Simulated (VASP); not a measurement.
# H20CO12 in VASP: a series of runs

The runs below take H20CO12 through single point, with PBE+D3(BJ).

Program: VASP 6.6.1. These are calculated values, not measurements. Logs are shortened: lines on timing, memory, paths and dates and some standing lists are left out, and cuts for length are marked.

## 1. The cell of the first run

The cell holds a disordered packing, 33 atoms: a = 7.384 Å, b = 7.384 Å, c = 7.384 Å, α = 90.00°, β = 90.00°, γ = 90.00°.

## 2. Single point, PBE+D3(BJ)

File INCAR:

```
SYSTEM = H20CO12
ALGO = Normal
EDIFF = 1E-6
ENCUT = 1000
GGA = PE
GGA_COMPAT = .FALSE.
ISIF = 2
ISMEAR = -1
IVDW = 12
LASPH = .TRUE.
LCHARG = .FALSE.
LREAL = Auto
LWAVE = .FALSE.
NBANDS = 70
NELM = 120
PREC = Accurate
SIGMA = 0.05
```

File KPOINTS:

```
k-points
0
G
  1 1 1
  0 0 0
```

File POSCAR:

```
H20CO12
1.0
    7.3839930000      0.0000000000      0.0000000000
    0.0000000000      7.3839930000      0.0000000000
    0.0000000000      0.0000000000      7.3839930000
O H C
12 20 1
Direct
    0.5828689166      0.1880554329      0.2773160809
    0.0821235881      0.1270992538      0.2201789736
    0.5566500402      0.8285489978      0.4112002815
    0.7199356771      0.5616337935      0.7659405961
    0.3294829776      1.0272490778      0.6700575150
    0.7970619690      0.7766800429      0.1626491249
    0.5231315902      0.1942986674      0.9029125569
    0.3162516541      0.4100356000      0.4371483017
    0.8469943024      0.0383261468      0.9164824506
    1.0124467886      0.9543210564      0.5200032015
    0.1218040158      0.4713438921      0.8704910744
    0.3464927445      0.6652091897      0.9778042856
    0.5379474222      0.0705038588      0.3214385496
    0.5486597834      0.1797807771      0.1480364350
    0.1634210650      0.2245397578      0.2004741879
   -0.0029387894      0.1340196287      0.1179443155
    0.4616066131      0.7428771940      0.4019099151
    0.6503933576      0.8067450768      0.3184591318
    0.8469943024      0.5632860161      0.8012737824
    0.7175521429      0.6318667962      0.6498787309
    0.4164413482      0.9711818524      0.5782372762
    0.2134617408      1.0424982797      0.6084783667
    0.7960868869      0.8692045076      0.0600352682
    0.7428636511      0.6777092015      0.0859697456
    0.4460865551      0.1262595997      0.8172813815
    0.5592908877      0.3137056062      0.8607131670
    0.2357938313      0.3279390975      0.5036705750
    0.4179175143      0.3378118045      0.3837083811
    0.7209243021      0.0731040780      0.9054315192
    0.8875820982      0.0098997927      0.7836545891
    1.0124197030      1.0014229428      0.3896807594
    1.0604289576      0.8306752187      0.5355638880
    0.2322185300      0.5728472386      0.9223464865
```

Potentials or basis: VASP PAW PBE potentials, release 64 (O_h, H_h, C_h).

Run with:

```
$ cat potpaw_PBE.64/O_h/POTCAR potpaw_PBE.64/H_h/POTCAR potpaw_PBE.64/C_h/POTCAR > POTCAR
$ mpirun -np 1 vasp_gam > vasp.out
```

OUTCAR:

```text
SYSTEM = H20CO12
   EDIFF = 1E-6
   ENCUT = 1000
   GGA = PE
   ISIF = 2
   ISMEAR = -1
   IVDW = 12
   LASPH = .TRUE.
   LREAL = Auto
   NELM = 120
   PREC = Accurate
 IVDW          = 12

 ion  position               nearest neighbor table
   1  0.583  0.188  0.277-  13 0.98  14 0.99
   2  0.082  0.127  0.220-  15 0.95  16 0.98
   3  0.557  0.829  0.411-  17 0.95  18 0.99
   4  0.720  0.562  0.766-  19 0.97  20 1.00
   5  0.329  0.027  0.670-  22 0.98  21 1.02
   6  0.797  0.777  0.163-  24 1.01  23 1.02
   7  0.523  0.194  0.903-  26 0.97  25 0.99
   8  0.316  0.410  0.437-  27 0.98  28 1.00
   9  0.847  0.038  0.916-  29 0.97  30 1.05
  10  0.012  0.954  0.520-  32 0.99  31 1.02
  11  0.122  0.471  0.870-  33 1.17
  12  0.346  0.665  0.978-  33 1.16
  13  0.538  0.071  0.321-   1 0.98
  14  0.549  0.180  0.148-   1 0.99
  15  0.163  0.225  0.200-   2 0.95
  16  0.997  0.134  0.118-   2 0.98
[... 14 lines left out ...]
  31  0.012  0.001  0.390-  10 1.02
  32  0.060  0.831  0.536-  10 0.99
  33  0.232  0.573  0.922-  12 1.16  11 1.17

  LATTYP: Found a simple cubic cell.
 ALAT       =     7.3839930000

  Lattice vectors:

 A1 = (   7.3839930000,   0.0000000000,   0.0000000000)
 A2 = (   0.0000000000,   7.3839930000,   0.0000000000)
 A3 = (   0.0000000000,   0.0000000000,   7.3839930000)

Analysis of symmetry for initial positions (statically):
=====================================================================
 Subroutine PRICEL returns:
 Original cell was already a primitive cell.

 Routine SETGRP: Setting up the symmetry group for a
 simple cubic supercell.

 Subroutine GETGRP returns: Found  1 space group operations
 (whereof  1 operations were pure point group operations)
 out of a pool of 48 trial point group operations.

The static configuration has the point symmetry C_1 .

Analysis of symmetry for dynamics (positions and initial velocities):
=====================================================================
 Subroutine PRICEL returns:
 Original cell was already a primitive cell.

 Routine SETGRP: Setting up the symmetry group for a
 simple cubic supercell.

 Subroutine GETGRP returns: Found  1 space group operations
 (whereof  1 operations were pure point group operations)
 out of a pool of 48 trial point group operations.

The dynamic configuration has the point symmetry C_1 .

[... 138 lines left out ...]
   EDIFFG = 0.1E-04   stopping-criterion for IOM
   NSW    =      0    number of steps for IOM
   IBRION =     -1    ionic relax: 0-MD 1-quasi-New 2-CG
   NFREE  =      0    steps in history (QN), initial steepest desc. (CG)
   ISIF   =      2    stress and relaxation
   ISYM   =      2    0-nonsym 1-usesym 2-fastsym
   POTIM  = 0.5000    time-step for ionic-motion
   TEBEG  =    0.0;   TEEND  =   0.0 temperature during run
   PSTRESS=    0.0 pullay stress
   NELECT =      96.0000    total number of electrons
   NUPDOWN=      -1.0000    fix difference up-down
   EMIN   =  10.00;   EMAX   =-10.00  energy-range for DOS
   EFERMI =   0.00;   METHOD = LEGACY
   ISMEAR =    -1;   SIGMA  =   0.05  broadening in eV -4-tet -1-fermi 0-gaus
   EFERMI_NEDOS =   21; number of points for ismear=-14 and -15
   IALGO  =     38    algorithm
   IMIX   =      4    mixing-type and parameters
     AMIX     =   0.40;   BMIX     =  1.00
     AMIX_MAG =   1.60;   BMIX_MAG =  1.00
  volume/ion in A,a.u.               =      12.20        82.33
  Fermi-wavevector in a.u.,A,eV,Ry     =   1.015174  1.918401 14.021878  1.030579
  Thomas-Fermi vector in A             =   2.148445
   LORBIT       =      0    0 simple, 1 ext, 2 COOP (PROOUT), +10 PAW based schemes
   GGA     = PE    functional components
   LHFCALC =     F    Hartree Fock is set to
   AEXX    =    0.0000 exact exchange contribution
   IVDW    =    12    specifies the selected vdW correction
   LEPSILON=     F    determine dielectric tensor
   LRPA    =     F    only Hartree local field effects (RPA)
 non-spin polarized calculation
  energy-cutoff  :     1000.00
  volume of cell :      402.60
 maximum number of plane-waves:     14444
 NGX is ok and might be reduce to    80
   NGX = 39   NGY = 39   NGZ = 39

 number of electron      96.0000000 magnetization

 Free energy of the ion-electron system (eV)
  ---------------------------------------------------
  ext. energy  EPLUGINS =         0.00000000
  ---------------------------------------------------
  free energy    TOTEN  =      -169.21287477 eV

  energy without entropy =     -169.21287477  energy(sigma->0) =     -169.21287477

 E-fermi :  -2.3273     XC(G=0):  -6.3416

 val. band max:       -3.5744138558   @ k =   0.0000   0.0000   0.0000
 cond. band min:       0.7411250640   @ k =   0.0000   0.0000   0.0000
 fundamental gap:      4.3155389198
 Fermi energy:        -2.3272693131

 k-point     1 :       0.0000    0.0000    0.0000
  band No.  band energies     occupation
      1     -26.1960      2.00000
      2     -25.1921      2.00000
      3     -22.5803      2.00000
      4     -22.3659      2.00000
      5     -22.2725      2.00000
      6     -22.1785      2.00000
[... 52 lines left out ...]
     59       5.5687      0.00000
     60       5.6926      0.00000
 [bands above 60 left out]

------------------------ aborting loop because EDIFF is reached ----------------------------------------

 Edisp (eV)   -1.02242

 E8    (eV) :    -0.2127

  FORCE on cell =-STRESS in cart. coord.  units (eV):
  Direction    XX          YY          ZZ          XY          YZ          ZX
  --------------------------------------------------------------------------------------
  -------------------------------------------------------------------------------------
  Total       1.99858    -1.25117    -5.68590     1.39576     0.36780     2.19968
  in kB       7.95349    -4.97911   -22.62746     5.55452     1.46368     8.75379
  external pressure =       -6.55 kB  Pullay stress =        0.00 kB

 VOLUME and BASIS-vectors are now :
 -----------------------------------------------------------------------------
  energy-cutoff  :     1000.00
  volume of cell :      402.60
      direct lattice vectors                 reciprocal lattice vectors
     7.383993000  0.000000000  0.000000000     0.135428081  0.000000000  0.000000000
     0.000000000  7.383993000  0.000000000     0.000000000  0.135428081  0.000000000
     0.000000000  0.000000000  7.383993000     0.000000000  0.000000000  0.135428081

 POSITION                                       TOTAL-FORCE (eV/Angst)
 -----------------------------------------------------------------------------------
      4.30390      1.38860      2.04770        -0.572774     -0.199496     -0.246279
      0.60640      0.93850      1.62580        -1.050638     -0.735653     -0.545893
      4.11030      6.11800      3.03630        -0.077965      1.182093      1.423511
      5.31600      4.14710      5.65570         0.099526      0.642685     -0.813877
      2.43290      0.20121      4.94770         1.819662     -0.825052     -0.823730
      5.88550      5.73500      1.20100        -0.778393     -0.890812     -2.102681
[... 25 lines left out ...]
      0.44621      6.13370      3.95460        -0.367644      0.764577     -0.846139
      1.71470      4.22990      6.81060         0.083408     -0.496565      0.155829
 -----------------------------------------------------------------------------------
    total drift:                                0.000660      0.005579     -0.002900

  FREE ENERGIE OF THE ION-ELECTRON SYSTEM (eV)
  ---------------------------------------------------
  free  energy   TOTEN  =      -170.2352924729 eV

  energy  without entropy=     -170.2352924728  energy(sigma->0) =     -170.23529247
```

stdout:

```text
POSCAR found type information on POSCAR O H C
 POSCAR found :  3 types and      33 ions
 scaLAPACK will be used
 LDA part: xc-table for (Slater+PW92), standard interpolation
 POSCAR, INCAR and KPOINTS ok, starting setup
 FFT: planning ... GRIDC
 FFT: planning ... GRID_SOFT
 FFT: planning ... GRID
 WAVECAR not read
 entering main loop
```

It took 1.9 min on 1 thread of Intel Xeon Platinum 8488C (Sapphire Rapids), shared host; peak memory 0.9 GiB.

What came out:

```yaml
Free_energy: -170.2353 eV
Pressure: -0.7 GPa
Largest_force: 3.093 eV/Å
Band_gap_on_the_k_mesh: 4.32 eV
Dispersion_energy_per_atom: -0.031 eV
```

Forces on the atoms (eV/Å):
```
O   -0.573 -0.199 -0.246
O   -1.051 -0.736 -0.546
O   -0.078  1.182  1.424
O    0.100  0.643 -0.814
O    1.820 -0.825 -0.824
O   -0.778 -0.891 -2.103
O    0.622  0.161  1.260
O   -0.101  0.094 -0.140
O    1.792 -1.111 -2.263
O   -0.173 -0.115  0.260
O   -0.431  0.040 -0.239
O    0.356  0.536  0.156
H    0.353  0.053  0.205
H    0.132  0.323  0.021
H    0.846  0.926  0.194
H    0.054 -0.271  0.037
H   -0.693 -1.079 -0.394
H    0.403 -0.243 -0.656
H   -0.016 -0.199 -0.112
H   -0.201 -0.569  1.007
H   -0.997  0.615  0.990
H   -0.562 -0.262 -0.208
H    0.630  0.065  0.842
H    0.488  0.497  1.086
H   -0.573  0.364 -0.672
H   -0.110 -0.104 -0.527
H    0.640  0.204 -0.334
H   -0.359 -0.136  0.354
H   -1.031  0.844 -0.236
H   -0.626  0.538  2.252
H    0.402 -0.612  0.917
H   -0.368  0.765 -0.846
C    0.083 -0.497  0.156
```

Caveat: the k points lie up to 0.85 Å⁻¹ apart, too coarse for converged energies, forces and pressures; the atoms stand as in a frame of molecular dynamics.

## 3. Single point, PBE+D3(BJ)

File INCAR:

```
PREC = Accurate
ENCUT = 1000
EDIFF = 1E-6
ISMEAR = -1
SIGMA = 0.05
LREAL = Auto
LASPH = T
NELM = 120
ALGO = Normal
ISIF = 2
LWAVE = F
LCHARG = F
GGA = PE
IVDW = 12
NBANDS = 70
GGA_COMPAT = F
```

File KPOINTS:

```
regular mesh
0
Gamma
  1 1 1
```

File POSCAR:

```
H20CO12
1.0
    7.3839930000      0.0000000000      0.0000000000
    0.0000000000      7.3839930000      0.0000000000
    0.0000000000      0.0000000000      7.3839930000
O H C
12 20 1
Direct
    0.5728472386      0.2392743330      0.2690955964
    0.1053765896      0.1690548732      0.2281827732
    0.5250275833      0.7875684606      0.4203010485
    0.7294968996      0.5776143071      0.6980369564
    0.3549299139      1.0687171562      0.6256912757
    0.8321649276      0.7260976548      0.1552547517
    0.5409403828      0.2858074215      0.8987684577
    0.3175788493      0.4851981848      0.3996618090
    0.8538469633      0.0076246009      0.8795782986
    0.9622571419      0.9366341490      0.4924977583
    0.1157910090      0.4702469247      0.8852121068
    0.3561487667      0.6393830547      1.0029939086
    0.5408997544      0.1156420381      0.2943123050
    0.5594534014      0.2476573312      0.1352655670
    0.1451247313      0.2895452366      0.2716687299
    0.0575704771      0.2008669293      0.1085726923
    0.4428227383      0.6861734566      0.3831666688
    0.6327335359      0.7828013921      0.3425517874
    0.7567585722      0.4803227739      0.6072459711
    0.6479691950      0.6570835048      0.6390715701
    0.4355637932      0.9805128472      0.5824220039
    0.2379200522      1.0315963192      0.5799030416
    0.8581264906      0.8030208046      0.0469122872
    0.8046865700      0.6116338409      0.0942985726
    0.4546320670      0.2196101757      0.8175116092
    0.5910894011      0.4046726480      0.8540907338
    0.3198946695      0.4804852876      0.5325844702
    0.4044288774      0.3906016704      0.3748107562
    0.7356724201      0.0692443777      0.8600224838
    0.8817857763     -0.0390980869      0.7579638821
    1.0010166586      1.0297409545      0.3924705779
    0.9306617707      0.8301064207      0.4227252111
    0.2399514734      0.5500411498      0.9441368647
```

Potentials or basis: VASP PAW PBE potentials, release 64 (O_h, H_h, C_h).

Run with:

```
$ cat potpaw_PBE.64/O_h/POTCAR potpaw_PBE.64/H_h/POTCAR potpaw_PBE.64/C_h/POTCAR > POTCAR
$ mpirun -np 1 vasp_gam > vasp.out
```

OUTCAR:

```text
PREC = Accurate
   ENCUT = 1000
   EDIFF = 1E-6
   ISMEAR = -1
   LREAL = Auto
   LASPH = T
   NELM = 120
   ISIF = 2
   GGA = PE
   IVDW = 12
 IVDW          = 12

 ion  position               nearest neighbor table
   1  0.573  0.239  0.269-  13 0.96  14 1.00
   2  0.105  0.169  0.228-  16 0.98  15 0.99
   3  0.525  0.788  0.420-  18 0.98  17 1.00
   4  0.729  0.578  0.698-  20 0.95  19 1.00
   5  0.355  0.069  0.626-  21 0.94  22 0.97
   6  0.832  0.726  0.155-  24 0.98  23 1.00
   7  0.541  0.286  0.899-  25 1.00  26 1.01
   8  0.318  0.485  0.400-  28 0.97  27 0.98
   9  0.854  0.008  0.880-  30 0.98  29 0.99
  10  0.962  0.937  0.492-  32 0.97  31 1.05
  11  0.116  0.470  0.885-  33 1.17
  12  0.356  0.639  0.003-  33 1.17
  13  0.541  0.116  0.294-   1 0.96
  14  0.559  0.248  0.135-   1 1.00
  15  0.145  0.290  0.272-   2 0.99
  16  0.058  0.201  0.109-   2 0.98
[... 14 lines left out ...]
  31  0.001  0.030  0.392-  10 1.05
  32  0.931  0.830  0.423-  10 0.97
  33  0.240  0.550  0.944-  12 1.17  11 1.17

  LATTYP: Found a simple cubic cell.
 ALAT       =     7.3839930000

[... 222 lines left out ...]
 fundamental gap:      4.4491048104
 Fermi energy:        -2.4955096385

 k-point     1 :       0.0000    0.0000    0.0000
  band No.  band energies     occupation
      1     -26.0107      2.00000
      2     -24.9963      2.00000
      3     -22.8467      2.00000
      4     -22.4787      2.00000
      5     -22.2555      2.00000
      6     -22.1957      2.00000
[... 52 lines left out ...]
     59       5.5459      0.00000
     60       5.6878      0.00000
 [bands above 60 left out]

------------------------ aborting loop because EDIFF is reached ----------------------------------------

 Edisp (eV)   -1.02059

 E8    (eV) :    -0.2134

  FORCE on cell =-STRESS in cart. coord.  units (eV):
  Direction    XX          YY          ZZ          XY          YZ          ZX
  --------------------------------------------------------------------------------------
  -------------------------------------------------------------------------------------
  Total      -0.53896    -3.50148    -4.92202    -3.38526     0.27010    -0.02873
  in kB      -2.14483   -13.93440   -19.58754   -13.47190     1.07490    -0.11433
  external pressure =      -11.89 kB  Pullay stress =        0.00 kB

 VOLUME and BASIS-vectors are now :
 -----------------------------------------------------------------------------
  energy-cutoff  :     1000.00
  volume of cell :      402.60
      direct lattice vectors                 reciprocal lattice vectors
     7.383993000  0.000000000  0.000000000     0.135428081  0.000000000  0.000000000
     0.000000000  7.383993000  0.000000000     0.000000000  0.135428081  0.000000000
     0.000000000  0.000000000  7.383993000     0.000000000  0.000000000  0.135428081

 POSITION                                       TOTAL-FORCE (eV/Angst)
 -----------------------------------------------------------------------------------
      4.22990      1.76680      1.98700        -0.008599      0.550270     -0.368319
      0.77810      1.24830      1.68490         0.084215      1.065832     -0.233057
      3.87680      5.81540      3.10350         0.053449     -0.082284      0.169390
      5.38660      4.26510      5.15430         1.127470     -2.297177      0.274720
      2.62080      0.50741      4.62010        -0.866099      1.722100      1.068057
      6.14470      5.36150      1.14640         0.091369     -0.206230     -0.872649
[... 25 lines left out ...]
      6.87200      6.12950      3.12140         0.088834     -0.163931     -0.196767
      1.77180      4.06150      6.97150        -0.458323      0.401731      0.090413
 -----------------------------------------------------------------------------------
    total drift:                               -0.003741      0.002964     -0.001631

  FREE ENERGIE OF THE ION-ELECTRON SYSTEM (eV)
  ---------------------------------------------------
  free  energy   TOTEN  =      -170.5491828836 eV

  energy  without entropy=     -170.5491828836  energy(sigma->0) =     -170.54918288
```

It took 96 s on 1 thread of Intel Xeon 6975P-C (Granite Rapids), shared host; peak memory 0.89 GiB.

What came out:

* Free energy: -170.5492 eV
* Pressure: -1.2 GPa
* Largest force: 2.574 eV/Å
* Band gap on the k mesh: 4.45 eV
* Dispersion energy per atom: -0.031 eV

Forces in eV/Å, atoms in the order of the input:
```
O   -0.009  0.550 -0.368
O    0.084  1.066 -0.233
O    0.053 -0.082  0.169
O    1.127 -2.297  0.275
O   -0.866  1.722  1.068
O    0.091 -0.206 -0.873
O    0.033  0.058 -0.006
O   -0.662  0.500  1.090
O   -0.693  0.031 -0.390
O    0.723  1.582 -1.072
O    0.216 -0.248 -0.027
O    0.255 -0.003  0.003
H   -0.144 -0.545  0.288
H    0.021  0.112  0.229
H   -0.008 -0.569  0.233
H   -0.161 -0.567  0.144
H    0.391  0.358  0.026
H   -0.226 -0.133 -0.206
H   -0.269  1.091  0.829
H   -1.006  1.089 -1.100
H    1.246 -1.499 -0.904
H   -0.417 -0.168  0.011
H   -0.283  0.322  0.602
H    0.003  0.117  0.425
H    0.622  0.816 -0.044
H   -0.609 -1.161 -0.410
H   -0.469  0.138 -0.393
H    1.070 -1.035 -0.890
H    0.707 -0.146  0.399
H    0.187  0.149 -0.003
H   -0.639 -1.277  1.234
H    0.089 -0.164 -0.197
C   -0.458  0.402  0.090
```

Caveat: the k points lie up to 0.85 Å⁻¹ apart, too coarse for converged energies, forces and pressures.

[end of part 1 of 2]
